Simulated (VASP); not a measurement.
# Al12N in VASP: relaxation of the atoms with LDA

Aim: the relaxation of the atoms of Al12N with LDA.

All numbers are computed with VASP 6.6.1; they aren't measurements. Logs are shortened: lines on timing, memory, paths and dates and some standing lists are left out, and cuts for length are marked.

## 1. The cell of the first run

The cell holds a slab with vacuum, 13 atoms: a = 5.634 Å, b = 5.634 Å, c = 19.604 Å, α = 90.00°, β = 90.00°, γ = 90.00°.

## 2. Relaxation of the atoms, LDA

INCAR

```
ALGO = Normal
DIPOL = 0.5 0.5 0.315
EDIFF = 1E-7
EDIFFG = -0.025
ENCUT = 520
GGA = CA
GGA_COMPAT = False
IBRION = 2
IDIPOL = 3
ISIF = 2
ISMEAR = 0
LASPH = True
LCHARG = False
LDIPOL = True
LREAL = False
LWAVE = False
NELM = 120
NELMDL = -8
NELMIN = 4
NSW = 36
PREC = Accurate
SIGMA = 0.1
```

KPOINTS

```
k-points
0
Gamma
  5 5 1
```

POSCAR

```
Al12N
1.0
    5.6336864727      0.0000000000      0.0000000000
    0.0000000000      5.6336864727      0.0000000000
    0.0000000000      0.0000000000     19.6042970528
Al N
12 1
Selective dynamics
Direct
    0.2500000000      0.2500000000      0.2040369001  F F F
    0.2500000000      0.7500000000      0.2040369001  F F F
    0.7500000000      0.2500000000      0.2040369001  F F F
    0.7500000000      0.7500000000      0.2040369001  F F F
    0.0000000000      0.0000000000      0.3086956402  F F F
    0.0000000000      0.5000000000      0.3086956402  F F F
    0.5000000000      0.0000000000      0.3086956402  F F F
    0.5000000000      0.5000000000      0.3086956402  F F F
    0.2500000000      0.2500000000      0.4133939121  F F F
    0.2500000000      0.7500000000      0.4133939121  F F F
    0.7500000000      0.2500000000      0.4133939121  F F F
    0.7500000000      0.7500000000      0.4133939121  F F F
    0.5000000000      0.5000000000      0.3874934342  F F T
```

Potentials or basis: VASP PAW LDA potentials, release 64 (Al, N).

On the command line:

```sh
$ cat potpaw_LDA.64/Al/POTCAR potpaw_LDA.64/N/POTCAR > POTCAR
$ mpirun -np 1 vasp_std > vasp.out
```

OUTCAR:

```text
EDIFF = 1E-7
   EDIFFG = -0.025
   ENCUT = 520
   GGA = CA
   IBRION = 2
   ISIF = 2
   ISMEAR = 0
   LASPH = True
   LREAL = False
   NELM = 120
   NELMDL = -8
   NELMIN = 4
   NSW = 36
   PREC = Accurate

 ion  position               nearest neighbor table
   1  0.250  0.250  0.204-   2 2.82   3 2.82   2 2.82   3 2.82   7 2.86   8 2.86   5 2.86   6 2.86

   2  0.250  0.750  0.204-   1 2.82   4 2.82   1 2.82   4 2.82   7 2.86   8 2.86   5 2.86   6 2.86

   3  0.750  0.250  0.204-   1 2.82   4 2.82   4 2.82   1 2.82   7 2.86   8 2.86   5 2.86   6 2.86

   4  0.750  0.750  0.204-   2 2.82   3 2.82   3 2.82   2 2.82   7 2.86   8 2.86   5 2.86   6 2.86

   5  0.000  0.000  0.309-   6 2.82   7 2.82   6 2.82   7 2.82   1 2.86   2 2.86   3 2.86   4 2.86
                            11 2.86  12 2.86   9 2.86  10 2.86
   6  0.000  0.500  0.309-   5 2.82   8 2.82   5 2.82   8 2.82   1 2.86   2 2.86   3 2.86   4 2.86
                            11 2.86  12 2.86   9 2.86  10 2.86
   7  0.500  0.000  0.309-   5 2.82   8 2.82   8 2.82   5 2.82   1 2.86   2 2.86   3 2.86   4 2.86
                            11 2.86  12 2.86   9 2.86  10 2.86
   8  0.500  0.500  0.309-  13 1.54   7 2.82   6 2.82   7 2.82   6 2.82   2 2.86   3 2.86   4 2.86
                             1 2.86  12 2.86   9 2.86  10 2.86  11 2.86
   9  0.250  0.250  0.413-  13 2.06  11 2.82  10 2.82  10 2.82  11 2.82   6 2.86   7 2.86   8 2.86
                             5 2.86
  10  0.250  0.750  0.413-  13 2.06  12 2.82   9 2.82   9 2.82  12 2.82   6 2.86   7 2.86   8 2.86
                             5 2.86
  11  0.750  0.250  0.413-  13 2.06  12 2.82   9 2.82  12 2.82   9 2.82   6 2.86   7 2.86   8 2.86
                             5 2.86
  12  0.750  0.750  0.413-  13 2.06  11 2.82  10 2.82  11 2.82  10 2.82   6 2.86   7 2.86   8 2.86
                             5 2.86
  13  0.500  0.500  0.387-   8 1.54   9 2.06  10 2.06  11 2.06  12 2.06

  LATTYP: Found a simple tetragonal cell.
 ALAT       =     5.6336864727
 C/A-ratio  =     3.4798345893

  Lattice vectors:

 A1 = (   5.6336864727,   0.0000000000,   0.0000000000)
 A2 = (   0.0000000000,   5.6336864727,   0.0000000000)
 A3 = (   0.0000000000,   0.0000000000,  19.6042970528)

Analysis of symmetry for initial positions (statically):
=====================================================================
 Subroutine PRICEL returns:
 Original cell was already a primitive cell.

 Routine SETGRP: Setting up the symmetry group for a
 simple tetragonal supercell.

 Subroutine GETGRP returns: Found  8 space group operations
 (whereof  8 operations were pure point group operations)
 out of a pool of 16 trial point group operations.

The static configuration has the point symmetry C_4v.

Analysis of symmetry for dynamics (positions and initial velocities):
[... 163 lines left out ...]
  volume of cell :      622.21
 maximum number of plane-waves:     16799
 NGX is ok and might be reduce to    42
   NGX = 21   NGY = 21   NGZ = 73

--------------------------------------- Ionic step        1  -------------------------------------------

 number of electron      41.0000002 magnetization

 Free energy of the ion-electron system (eV)
  ---------------------------------------------------
  ext. energy  EPLUGINS =         0.00000000
  ---------------------------------------------------
  free energy    TOTEN  =       -53.95960754 eV

  energy without entropy =      -53.93633232  energy(sigma->0) =      -53.94796993

------------------------ aborting loop because EDIFF is reached ----------------------------------------

  FORCE on cell =-STRESS in cart. coord.  units (eV):
  Direction    XX          YY          ZZ          XY          YZ          ZX
  --------------------------------------------------------------------------------------
  -------------------------------------------------------------------------------------
  Total       -5.5292682     -5.5292682     16.1524298      0.0000000      0.0000000      0.0000000
  in kB      -14.2377582    -14.2377582     41.5921932      0.0000000      0.0000000      0.0000000
  external PRESSURE =       4.3722256 kB  Pullay stress =       0.0000000 kB
[... 28 lines left out ...]
  FREE ENERGIE OF THE ION-ELECTRON SYSTEM (eV)
  ---------------------------------------------------
  free  energy   TOTEN  =       -53.9596075371 eV

  energy  without entropy=      -53.9363323188  energy(sigma->0) =      -53.94796993

 dipolmoment           0.000000      0.000000      0.004198 electrons x Angstroem

--------------------------------------- Ionic step        2  -------------------------------------------

 number of electron      41.0000002 magnetization

------------------------ aborting loop because EDIFF is reached ----------------------------------------
[... 136 lines left out ...]
--------------------------------------- Ionic step        5  -------------------------------------------

 number of electron      41.0000002 magnetization

 dipolmoment           0.000000      0.000000     -0.038656 electrons x Angstroem

 Free energy of the ion-electron system (eV)
  ---------------------------------------------------
  ext. energy  EPLUGINS =         0.00000000
  ---------------------------------------------------
  free energy    TOTEN  =       -55.96649427 eV

  energy without entropy =      -55.93464054  energy(sigma->0) =      -55.95056741

 E-fermi :  -0.2068     XC(G=0):  -4.3577

 val. band max:       -0.2242415142   @ k =   0.4000   0.2000   0.0000
 cond. band min:      -0.1630358182   @ k =   0.4000   0.4000   0.0000
 fundamental gap:      0.0612056961
 Fermi energy:        -0.2068092803

 k-point     1 :       0.0000    0.0000    0.0000
  band No.  band energies     occupation
      1     -16.5529      2.00000
      2     -10.4042      2.00000
      3      -8.0103      2.00000
      4      -7.8277      2.00000
      5      -7.8277      2.00000
      6      -6.6397      2.00000
[... 169 lines left out ...]
     26       1.6386      0.00000
     27       1.7076      0.00000

------------------------ aborting loop because EDIFF is reached ----------------------------------------

 vacuum level on the upper side and lower side of the slab       (xc-potential included)        -0.115         0.098

  FORCE on cell =-STRESS in cart. coord.  units (eV):
  Direction    XX          YY          ZZ          XY          YZ          ZX
  --------------------------------------------------------------------------------------
  -------------------------------------------------------------------------------------
  Total       -7.6938895     -7.6938895     -1.0682680      0.0000000      0.0000000      0.0000000
  in kB      -19.8116161    -19.8116161     -2.7507693      0.0000000      0.0000000      0.0000000
  external PRESSURE =     -14.1246672 kB  Pullay stress =       0.0000000 kB
[... 28 lines left out ...]
  FREE ENERGIE OF THE ION-ELECTRON SYSTEM (eV)
  ---------------------------------------------------
  free  energy   TOTEN  =       -55.9664942725 eV

  energy  without entropy=      -55.9346405406  energy(sigma->0) =      -55.95056741

 reached required accuracy - stopping structural energy minimisation

 vacuum level on the upper side and lower side of the slab         3.937         4.153
```

OSZICAR:

```text
N       E                     dE             d eps       ncg     rms          rms(c)
DAV:   1     0.197175373390E+03    0.19718E+03   -0.12361E+04   324   0.105E+03
DAV:   2    -0.252439007932E+02   -0.22242E+03   -0.21625E+03   421   0.192E+02
DAV:   3    -0.591587034771E+02   -0.33915E+02   -0.33358E+02   520   0.692E+01
[... 106 lines left out ...]
DAV:   3    -0.559665307109E+02    0.59870E-04   -0.26883E-04   440   0.947E-02    0.343E-02
DAV:   4    -0.559665170600E+02    0.13651E-04   -0.25710E-04   391   0.738E-02    0.210E-02
DAV:   5    -0.559664921732E+02    0.24887E-04   -0.11523E-04   391   0.514E-02    0.675E-03
DAV:   6    -0.559664942768E+02   -0.21035E-05   -0.20097E-05   368   0.203E-02    0.481E-03
DAV:   7    -0.559664942725E+02    0.42521E-08   -0.83844E-07   421   0.502E-03
   5 F= -.55966494E+02 E0= -.55950567E+02  d E =-.200689E+01
```

CONTCAR:

```text
Al12N
   1.00000000000000
     5.6336864727000000    0.0000000000000000    0.0000000000000000
     0.0000000000000000    5.6336864727000000    0.0000000000000000
     0.0000000000000000    0.0000000000000000   19.6042970527999998
  Al              N
    12     1
Selective dynamics
Direct
[... 16 lines left out ...]
  0.00000000E+00  0.00000000E+00  0.00000000E+00
  0.00000000E+00  0.00000000E+00  0.00000000E+00
  0.00000000E+00  0.00000000E+00  0.00000000E+00
  0.00000000E+00  0.00000000E+00  0.00000000E+00
  0.00000000E+00  0.00000000E+00  0.00000000E+00
  0.00000000E+00  0.00000000E+00  0.00000000E+00
  0.00000000E+00  0.00000000E+00  0.00000000E+00
  0.00000000E+00  0.00000000E+00  0.00000000E+00
  0.00000000E+00  0.00000000E+00  0.00000000E+00
  0.00000000E+00  0.00000000E+00  0.00000000E+00
  0.00000000E+00  0.00000000E+00  0.00000000E+00
```

Run time: 9.1 min. Hardware: 1 thread of Intel Xeon 6975P-C (Granite Rapids), shared host; peak memory 0.49 GiB.

What came out:

```yaml
Free_energy: -55.9665 eV
Energy_gained_by_relaxing: 154.4 meV/atom
Ionic_steps: 5
Band_gap_on_the_k_mesh: zero (an odd number of electrons rules out a gap without spin polarisation)
```

The path:
| step | energy change (eV) | largest force on free atoms (eV/Å) | pressure (GPa) |
| --- | --- | --- | --- |
| 1 | 0.0000 | 12.1999 | 0.44 |
| 2 | -2.0021 | 0.1974 | -1.49 |
| 3 | -1.9773 | 0.6222 | -1.23 |
| 4 | -2.0066 | 0.0485 | -1.43 |
| 5 | -2.0069 | 0.0020 | -1.41 |

Final structure:
```
CELL_PARAMETERS angstrom
5.63369 0.00000 0.00000
0.00000 5.63369 0.00000
0.00000 0.00000 19.60430
ATOMIC_POSITIONS crystal
Al 0.25000 0.25000 0.20404
Al 0.25000 0.75000 0.20404
Al 0.75000 0.25000 0.20404
Al 0.75000 0.75000 0.20404
Al 0.00000 0.00000 0.30870
Al 0.00000 0.50000 0.30870
Al 0.50000 0.00000 0.30870
Al 0.50000 0.50000 0.30870
Al 0.25000 0.25000 0.41339
Al 0.25000 0.75000 0.41339
Al 0.75000 0.25000 0.41339
Al 0.75000 0.75000 0.41339
N 0.50000 0.50000 0.41511
```

The gap in the log of VASP goes by the Fermi energy; the results here count the filled bands.